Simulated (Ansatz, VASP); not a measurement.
## Two plane-wave programs on TaN

```
Ta N
1.0
     2.93800    0.00000    0.00000
    -1.46900    2.51894    0.00000
     0.00000    0.00000    2.88300
Ta N
1 1
Direct
  0.33333 0.66667 0.50000
  0.00000 0.00000 0.00000
```

Change from the starting cell: strain -0.0100 x Voigt [0, 1, 0, 0, 0, 0], atoms carried along.

Alike in both runs: task single point; functional PBEsol; k mesh 18 × 18 × 16; occupations gaussian, width 0.15 eV; no spin polarisation.

|  | VASP | Ansatz |
| --- | --- | --- |
| version | VASP 6.6.1 | Ansatz 0.2.0 |
| potentials or method | VASP PAW PBE potentials, release 64 (Ta_pv, N), cutoff 520 eV | scalar-relativistic, plane waves, PAW |
| valence electrons in the cell | 16 | 18 |

Ansatz gave:

```
gap on the k mesh at the Fermi level (eV)                     : none
pressure (GPa)                                                : -1.5
traceless stress, the component that is largest in VASP (GPa) : 3.31
rms of the force components (eV/Å)                            : 0.011
```

Question: What did VASP give for the same quantities?

Answer: gap on the k mesh at the Fermi level (eV): none; pressure (GPa): -0.6; traceless stress, the component that is largest in VASP (GPa): 3.25; rms of the force components (eV/Å): 0.012.

VASP's potentials were made for PBE, not for PBEsol. Atom by atom the forces differ by 0.001 eV/Å (rms over components). A gap of «none» marks a metal or a gap that the smearing closes. VASP's potentials hold 16 valence electrons a cell and Ansatz's 18, so a difference there can come from the potentials and not from the codes.

Neither program's run includes spin-orbit coupling.
